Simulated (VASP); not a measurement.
CuO:

```xyz
4
Lattice="1.9910 -2.1536 0.0000 1.9910 2.1536 0.0000 0.0000 0.0000 5.1559" Properties=species:S:1:pos:R:3 pbc="T T T"
Cu    0.9955    1.0768    0.0000
Cu    0.9955   -1.0768    2.5780
O     1.9910    0.0000    1.2890
O     1.9910    0.0000    3.8669
```

Base run:

| Property | Result |
| --- | --- |
| Program | VASP 6.6.1 |
| Functional | PBEsol |
| Potentials or basis | VASP PAW PBE potentials, release 64 (Cu, O) |
| Cutoff | 520 eV |
| k mesh | 12 × 12 × 8, shifted |
| Occupations | gaussian, width 0.1 eV |
| Spin | no spin polarisation |

Its results: band gap on the k mesh zero (band 17 reaches 5.29 eV, above the bottom of band 18 at 4.39 eV); pressure -5.4 GPa.

**Question.** After a change of settings the same cell gave: band gap on the k mesh zero (band 17 reaches 5.54 eV, above the bottom of band 18 at 4.48 eV); pressure -1.5 GPa. Which change was it?
A. k mesh from 12 × 12 × 8, shifted to 14 × 14 × 8; further incar settings from ALGO = Normal; EDIFF = 1e-06; NBANDS = 25 to ALGO = Normal; EDIFF = 1e-07; NBANDS = 25
B. k mesh from 12 × 12 × 8, shifted to 18 × 18 × 10; further incar settings from ALGO = Normal; EDIFF = 1e-06; NBANDS = 25 to ALGO = Normal; EDIFF = 1e-07; NBANDS = 25
C. k mesh from 12 × 12 × 8, shifted to 1 × 1 × 1; further incar settings from ALGO = Normal; EDIFF = 1e-06; NBANDS = 25 to ALGO = Normal; EDIFF = 1e-07; NBANDS = 25
D. k mesh from 12 × 12 × 8, shifted to 2 × 2 × 2

**Answer.** D.

Caveats: some runs use coarse meshes; the PAW data sets were made with another functional, which shifts forces and pressure a little; semilocal functionals often make such compounds metallic where correlation or magnetic order opens a gap, which also shifts bond lengths.
